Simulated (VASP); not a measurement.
# Au in VASP: a series of runs

Runs on Au. Level: PBE. Tasks: single point.

Everything below comes from runs of VASP 6.6.1. Logs are shortened: lines on timing, memory, paths and dates and some standing lists are left out, and cuts for length are marked.

## (1) The cell of the first run

The cell holds a slab with vacuum, 5 atoms: a = 2.893 Å, b = 2.893 Å, c = 26.448 Å, α = 90.00°, β = 90.00°, γ = 120.00°.

## (2) Single point, PBE

INCAR reads:

```
SYSTEM = Au
ALGO     = Normal         ! electronic algorithm
DIPOL    = 0.5 0.5 0.504
EDIFF    = 1E-7           ! SCF threshold, eV
ENCUT    = 520            ! plane-wave cutoff, eV
GGA      = PE             ! functional
IDIPOL   = 3            
ISIF     = 2              ! what is computed and relaxed
ISMEAR   = 0              ! smearing method
LASPH    = .True.         ! aspherical terms in the spheres
LCHARG   = .False.        ! write CHGCAR
LDIPOL   = .True.       
LREAL    = .False.        ! projectors in reciprocal space
LWAVE    = .False.        ! write WAVECAR
NBANDS   = 36             ! bands
NELM     = 80             ! most SCF steps
PREC     = Accurate       ! precision mode
SIGMA    = 0.1            ! smearing width, eV
```

KPOINTS reads:

```
k-points
0
Gamma
  12 12 1
  0 0 0
```

POSCAR reads:

```
Au
1.0
    2.8927738384      0.0000000000      0.0000000000
   -1.4463869192      2.5052156314      0.0000000000
    0.0000000000      0.0000000000     26.4477599179
Au
5
Direct
    0.6666666667      0.3333333333      0.3213882774
    0.3333333333      0.6666666667      0.4106941439
    0.0000000000      0.0000000000      0.5027529114
    0.6666666667      0.3333333333      0.5952788730
    0.3333333333      0.6666666667      0.6896419168
```

Potentials or basis: VASP PAW PBE potentials, release 64 (Au).

Started as:

```bash
$ cat potpaw_PBE.64/Au/POTCAR > POTCAR
$ mpirun -np 1 vasp_std > vasp.out
```

OUTCAR:

```text
SYSTEM = Au
   EDIFF = 1E-7
   ENCUT = 520
   GGA = PE
   ISIF = 2
   ISMEAR = 0
   LASPH = .True.
   LREAL = .False.
   NELM = 80
   PREC = Accurate

 ion  position               nearest neighbor table
   1  0.667  0.333  0.321-   2 2.89   2 2.89   2 2.89
   2  0.333  0.667  0.411-   1 2.89   1 2.89   1 2.89   3 2.95   3 2.95   3 2.95
   3  0.000  0.000  0.503-   2 2.95   2 2.95   2 2.95   4 2.96   4 2.96   4 2.96
   4  0.667  0.333  0.595-   3 2.96   3 2.96   3 2.96   5 3.00   5 3.00   5 3.00
   5  0.333  0.667  0.690-   4 3.00   4 3.00   4 3.00

  LATTYP: Found a hexagonal cell.
 ALAT       =     2.8927738384
 C/A-ratio  =     9.1426988058

  Lattice vectors:

 A1 = (   2.8927738384,   0.0000000000,   0.0000000000)
 A2 = (  -1.4463869192,   2.5052156314,   0.0000000000)
 A3 = (   0.0000000000,   0.0000000000,  26.4477599179)

Analysis of symmetry for initial positions (statically):
=====================================================================
 Subroutine PRICEL returns:
 Original cell was already a primitive cell.

 Routine SETGRP: Setting up the symmetry group for a
 hexagonal supercell.

 Subroutine GETGRP returns: Found  6 space group operations
 (whereof  6 operations were pure point group operations)
 out of a pool of 24 trial point group operations.

The static configuration has the point symmetry C_3v.

Analysis of symmetry for dynamics (positions and initial velocities):
=====================================================================
 Subroutine PRICEL returns:
 Original cell was already a primitive cell.

 Routine SETGRP: Setting up the symmetry group for a
 hexagonal supercell.

 Subroutine GETGRP returns: Found  6 space group operations
 (whereof  6 operations were pure point group operations)
 out of a pool of 24 trial point group operations.

The dynamic configuration has the point symmetry C_3v.

 Subroutine INISYM returns: Found  6 space group operations
 (whereof  6 operations are pure point group operations),
 and found     1 'primitive' translations

----------------------------------------------------------------------------------------

                                     Primitive cell

  volume of cell :     191.6675

  direct lattice vectors                    reciprocal lattice vectors
     2.892773838  0.000000000  0.000000000     0.345688967  0.199583618  0.000000000
    -1.446386919  2.505215631  0.000000000     0.000000000  0.399167236  0.000000000
     0.000000000  0.000000000 26.447759918     0.000000000  0.000000000  0.037810386

  length of vectors
     2.892773838  2.892773838 26.447759918     0.399167236  0.399167236  0.037810386

  position of ions in fractional coordinates (direct lattice)
     0.666666667  0.333333333  0.321388277
     0.333333333  0.666666667  0.410694144
     0.000000000  0.000000000  0.502752911
     0.666666667  0.333333333  0.595278873
     0.333333333  0.666666667  0.689641917

  ion indices of the primitive-cell ions
   primitive index   ion index
                 1           1
                 2           2
                 3           3
                 4           4
                 5           5

----------------------------------------------------------------------------------------

 KPOINTS: k-points

Automatic generation of k-mesh.
 Grid dimensions read from file:
 generate k-points for:   12   12    1

 Generating k-lattice:

  Cartesian coordinates                     Fractional coordinates (reciprocal lattice)
     0.028807414  0.016631968  0.000000000     0.083333333  0.000000000  0.000000000
     0.000000000  0.033263936  0.000000000     0.000000000  0.083333333  0.000000000
     0.000000000  0.000000000  0.037810386     0.000000000  0.000000000  1.000000000

  Length of vectors
     0.033263936  0.033263936  0.037810386

  Shift w.r.t. Gamma in fractional coordinates (k-lattice)
     0.000000000  0.000000000  0.000000000

 Subroutine IBZKPT returns following result:
 ===========================================

 Found     19 irreducible k-points:

 Following reciprocal coordinates:
            Coordinates               Weight
  0.000000  0.000000  0.000000      1.000000
  0.083333  0.000000  0.000000      6.000000
  0.166667  0.000000  0.000000      6.000000
  0.250000  0.000000  0.000000      6.000000
  0.333333 -0.000000  0.000000      6.000000
  0.416667  0.000000  0.000000      6.000000
[... 11 lines left out ...]
  0.333333  0.250000  0.000000     12.000000
  0.333333  0.333333  0.000000      2.000000
   k-points           NKPTS =     19   k-points in BZ     NKDIM =     19   number of bands    NBANDS=     36
   number of dos      NEDOS =    301   number of ions     NIONS =      5
   total plane-waves  NPLWV = 115200
   dimension x,y,z NGX =    24 NGY =   24 NGZ =  200
   dimension x,y,z NGXF=    48 NGYF=   48 NGZF=  400
   ions per type =               5
   NGX,Y,Z   is equivalent  to a cutoff of  13.79, 13.79, 12.57 a.u.
   NGXF,Y,Z  is equivalent  to a cutoff of  27.59, 27.59, 25.14 a.u.
 SYSTEM =  Au
   PREC   = accura    normal or accurate (medium, high low for compatibility)
   ISTART =      0    job   : 0-new  1-cont  2-samecut
   ICHARG =      2    charge: 1-file 2-atom 10-const
   ISPIN  =      1    spin polarized calculation?
   LNONCOLLINEAR =      F non collinear calculations
   LSORBIT =      F    spin-orbit coupling
   LASPH  =      T    aspherical Exc in radial PAW
   ENCUT  =  520.0 eV  38.22 Ry    6.18 a.u.   5.38  5.38 49.18*2*pi/ulx,y,z
   NELM   =     80;   NELMIN=  2; NELMDL= -5     # of ELM steps
   EDIFF  = 0.1E-06   stopping-criterion for ELM
   LREAL  =      F    real-space projection
   EDIFFG = 0.1E-05   stopping-criterion for IOM
   NSW    =      0    number of steps for IOM
   IBRION =     -1    ionic relax: 0-MD 1-quasi-New 2-CG
   NFREE  =      0    steps in history (QN), initial steepest desc. (CG)
   ISIF   =      2    stress and relaxation
   ISYM   =      2    0-nonsym 1-usesym 2-fastsym
   POTIM  = 0.5000    time-step for ionic-motion
   TEBEG  =    0.0;   TEEND  =   0.0 temperature during run
   PSTRESS=    0.0 pullay stress
   NELECT =      55.0000    total number of electrons
   NUPDOWN=      -1.0000    fix difference up-down
   EMIN   =  10.00;   EMAX   =-10.00  energy-range for DOS
   EFERMI =   0.00;   METHOD = LEGACY
   ISMEAR =     0;   SIGMA  =   0.10  broadening in eV -4-tet -1-fermi 0-gaus
   EFERMI_NEDOS =   21; number of points for ismear=-14 and -15
   IALGO  =     38    algorithm
   IMIX   =      4    mixing-type and parameters
     AMIX     =   0.40;   BMIX     =  1.00
     AMIX_MAG =   1.60;   BMIX_MAG =  1.00
  volume/ion in A,a.u.               =      38.33       258.69
  Fermi-wavevector in a.u.,A,eV,Ry     =   1.079807  2.040540 15.864171  1.165984
  Thomas-Fermi vector in A             =   2.215782
   LORBIT       =      0    0 simple, 1 ext, 2 COOP (PROOUT), +10 PAW based schemes
   GGA     = PE    functional components
   LHFCALC =     F    Hartree Fock is set to
   AEXX    =    0.0000 exact exchange contribution
   IVDW    =     0    specifies the selected vdW correction
   LEPSILON=     F    determine dielectric tensor
   LRPA    =     F    only Hartree local field effects (RPA)
 non-spin polarized calculation
 Gauss-broadening in eV      SIGMA  =   0.10
  energy-cutoff  :      520.00
  volume of cell :      191.67
 maximum number of plane-waves:      5259
 NGX is ok and might be reduce to    24
   NGX = 11   NGY = 11   NGZ = 99

 dipolmoment           0.000000      0.000000     -0.000495 electrons x Angstroem

 number of electron      55.0000009 magnetization

 dipolmoment           0.000000      0.000000      0.003635 electrons x Angstroem

 Free energy of the ion-electron system (eV)
  ---------------------------------------------------
  ext. energy  EPLUGINS =         0.00000000
  ---------------------------------------------------
  free energy    TOTEN  =       -15.46938830 eV

  energy without entropy =      -15.45221473  energy(sigma->0) =      -15.46080152

 E-fermi :   1.2249     XC(G=0):  -6.3729

 val. band max:        1.2146962840   @ k =   0.2500   0.2500   0.0000
 cond. band min:       1.2443761624   @ k =   0.0833   0.0833   0.0000
 fundamental gap:      0.0296798784
 Fermi energy:         1.2249320745

 k-point     1 :       0.0000    0.0000    0.0000
  band No.  band energies     occupation
      1      -7.9441      2.00000
      2      -7.1773      2.00000
      3      -6.2318      2.00000
      4      -5.7747      2.00000
      5      -5.6440      2.00000
      6      -3.4471      2.00000
[... 28 lines left out ...]
     35       7.5411      0.00000
     36       8.0328      0.00000

 k-point     2 :       0.0833    0.0000    0.0000
  band No.  band energies     occupation
      1      -7.7320      2.00000
      2      -6.9687      2.00000
      3      -6.0244      2.00000
      4      -5.5832      2.00000
      5      -5.4469      2.00000
      6      -3.5028      2.00000
[... 28 lines left out ...]
     35       7.7136      0.00000
     36       8.1761      0.00000

 k-point     3 :       0.1667    0.0000    0.0000
  band No.  band energies     occupation
      1      -7.1339      2.00000
      2      -6.3977      2.00000
      3      -5.4830      2.00000
      4      -5.0963      2.00000
      5      -4.9356      2.00000
      6      -3.8135      2.00000
[... 28 lines left out ...]
     35       8.2263      0.00000
     36       8.6060      0.00000
[... 547 lines left out ...]
 k-point    18 :       0.3333    0.2500    0.0000
  band No.  band energies     occupation
      1      -4.6598      2.00000
      2      -4.5943      2.00000
      3      -4.2991      2.00000
      4      -4.1958      2.00000
      5      -4.1328      2.00000
      6      -3.9620      2.00000
[... 28 lines left out ...]
     35       7.7471      0.00000
     36       8.2345      0.00000

 k-point    19 :       0.3333    0.3333    0.0000
  band No.  band energies     occupation
      1      -4.4107      2.00000
      2      -4.3932      2.00000
      3      -4.3457      2.00000
      4      -4.0163      2.00000
      5      -3.9846      2.00000
      6      -3.9438      2.00000
[... 28 lines left out ...]
     35       7.7493      0.00000
     36       7.7538      0.00000

------------------------ aborting loop because EDIFF is reached ----------------------------------------

 vacuum level on the upper side and lower side of the slab       (xc-potential included)        -0.075        -0.168

  FORCE on cell =-STRESS in cart. coord.  units (eV):
  Direction    XX          YY          ZZ          XY          YZ          ZX
  --------------------------------------------------------------------------------------
  -------------------------------------------------------------------------------------
  Total       -0.7730954     -0.7730954      0.9655660      0.0000000     -0.0000000      0.0000000
  in kB       -6.4624196     -6.4624196      8.0713109      0.0000000     -0.0000000      0.0000000
  external PRESSURE =      -1.6178428 kB  Pullay stress =       0.0000000 kB

 VOLUME and BASIS-vectors are now :
 -----------------------------------------------------------------------------
  energy-cutoff  :      520.00
  volume of cell :      191.67
      direct lattice vectors                 reciprocal lattice vectors
     2.892773838  0.000000000  0.000000000     0.345688967  0.199583618  0.000000000
    -1.446386919  2.505215631  0.000000000     0.000000000  0.399167236  0.000000000
     0.000000000  0.000000000 26.447759918     0.000000000  0.000000000  0.037810386

 POSITION                                       TOTAL-FORCE (eV/Angst)
 -----------------------------------------------------------------------------------
      1.44639      0.83507      8.50000         0.000000      0.000000     -0.441173
     -0.00000      1.67014     10.86194         0.000000      0.000000      0.447747
      0.00000      0.00000     13.29669        -0.000000      0.000000      0.006435
      1.44639      0.83507     15.74379         0.000000     -0.000000     -0.026534
     -0.00000      1.67014     18.23948        -0.000000     -0.000000      0.013525
 -----------------------------------------------------------------------------------
    total drift:                               -0.000000     -0.000000     -0.000176

  FREE ENERGIE OF THE ION-ELECTRON SYSTEM (eV)
  ---------------------------------------------------
  free  energy   TOTEN  =       -15.4693882983 eV

  energy  without entropy=      -15.4522147322  energy(sigma->0) =      -15.46080152

 vacuum level on the upper side and lower side of the slab         6.401         6.305
```

It took 4.7 min on 1 thread of Intel Xeon Platinum 8259CL at 2.50GHz (Skylake/Cascade Lake), shared host; peak memory 0.36 GiB.

What came out:

| Item | Value |
| --- | --- |
| Free energy | -15.4694 eV |
| Largest force | 0.448 eV/Å |

Forces on the atoms (eV/Å):
```
Au   0.000  0.000 -0.441
Au   0.000  0.000  0.448
Au   0.000  0.000  0.006
Au   0.000  0.000 -0.027
Au   0.000  0.000  0.014
```

Levels at points of the mesh, in eV from the Fermi level:
| k point | band 25 | band 26 | band 27 | band 28 | band 29 | band 30 | band 31 | band 32 |
| --- | --- | --- | --- | --- | --- | --- | --- | --- |
| (0.00, 0.00, 0.00) | -2.51 | -2.12 | -2.12 | -1.95 | -1.95 | -0.93 | 0.05 | 4.14 |
| (0.50, 0.00, 0.00) | -1.34 | -0.05 | 0.81 | 1.21 | 1.44 | 1.52 | 3.38 | 3.92 |

Caveat: spin-orbit coupling is left out, which moves the levels of the heavy elements.

[end of part 1 of 2]
